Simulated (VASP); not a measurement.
The system is LiCl.

```
CELL_PARAMETERS angstrom
0.04435 2.55603 2.55603
2.55603 0.04435 2.55603
2.60037 2.60037 0.00000
ATOMIC_POSITIONS crystal
Li 0.00000 0.00000 0.00000
Cl 0.50000 0.50000 0.50000
```

This cell differs from its parent crystal: shear xy strain +3.5%.

Base run:

* Program: VASP 6.6.1
* Functional: PBE
* Potentials or basis: VASP PAW PBE potentials, release 64 (Li_sv, Cl)
* Cutoff: 520 eV
* k mesh: 8 × 8 × 8
* Occupations: fermi-dirac, width 0.02 eV
* Spin: no spin polarisation

Its results: band gap on the k mesh 6.29 eV, direct.

Question: The run is repeated on the same cell with these changes: functional from PBE to r2SCAN; occupations from fermi-dirac, width 0.02 eV to gaussian, width 0.01 eV. What comes out?

Answer: Band gap on the k mesh 7.24 eV, direct.

A k mesh can miss the band edges.
